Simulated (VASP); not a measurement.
Write the native input for VASP 6.6.1 that does the following.

```
Task                   : single point
Functional             : PBE
Potentials or basis    : VASP PAW PBE potentials, release 64 (Al, N)
Cutoff                 : 600 eV
k mesh                 : 6 × 6 × 6
Occupations            : gaussian, width 0.01 eV
Spin                   : no spin polarisation
Dipole correction      : no
Further INCAR settings : ALGO = Normal; EDIFF = 1e-06; NBANDS = 11
```

The structure of AlN lies in POSCAR:

```
AlN
1.0
   -0.0268051752      2.1807232987      2.2078679063
    2.1854254356     -0.0060398998      2.1871026309
    2.1876417294      2.1621643338     -0.0082561936
Al N
1 1
Direct
    0.9821100000      0.0105100000      0.0231300000
    0.7724500000      0.7357500000      0.7601700000
```

One way to write it, as run:

INCAR

```
PREC = Accurate ; ENCUT = 600
EDIFF = 1E-6 ; ISMEAR = 0
SIGMA = 0.01 ; LREAL = False
LASPH = True ; NELM = 120
ALGO = Normal ; ISIF = 2
LWAVE = False ; LCHARG = True
GGA = PE ; LELF = True
LVHAR = True ; NBANDS = 11
GGA_COMPAT = False
```

KPOINTS

```
regular mesh
0
Gamma
  6 6 6
```

Potentials or basis: VASP PAW PBE potentials, release 64 (Al, N).

The run is started by

```sh
$ cat potpaw_PBE.64/Al/POTCAR potpaw_PBE.64/N/POTCAR > POTCAR
$ mpirun -np 1 vasp_std > vasp.out
```

Results of the run:

```json
{"Pressure": "4.1 GPa", "Largest force": "1.354 eV/Å", "Band gap on the k mesh": "3.03 eV, indirect (least direct gap 3.81 eV)"}
```

Caveat: forces of over 1 eV/Å act on the atoms, so gaps and moduli don't describe the material at rest.

Wall time 61 s on 1 thread of Intel Xeon 8259CL (shared host), peak memory 0.17 GiB.
